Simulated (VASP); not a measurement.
The system is C.

```
C
1.0
     1.25213   -2.16878    0.00000
     1.25213    2.16878    0.00000
     0.00000    0.00000    7.31396
C
4
Direct
  0.91662 0.08338 0.75314
  0.41662 0.58338 0.24686
  0.08338 0.91662 0.24686
  0.58338 0.41662 0.75314
```

Base run:

```yaml
Program: VASP 6.6.1
Functional: LDA
Potentials_or_basis: VASP PAW LDA potentials, release 64 (C)
Cutoff: 520 eV
k_mesh: 12 × 12 × 4
Occupations: fermi-dirac, width 0.05 eV
Spin: no spin polarisation
```

Its results: band gap on the k mesh 0.02 eV; pressure -16.8 GPa; largest force 0.022 eV/Å.

**Question.** The run is repeated on the same cell with these changes: functional from LDA to PBE; potentials or basis from VASP PAW LDA potentials, release 64 (C) to VASP PAW PBE potentials, release 64 (C). What comes out?

**Answer.** Band gap on the k mesh 0.02 eV; pressure -10.0 GPa; largest force 0.022 eV/Å.

Caveats: this functional lacks dispersion, which binds the layers, so the pressure and a relaxed spacing across them are unreliable (some runs).

A k mesh can miss the band edges.
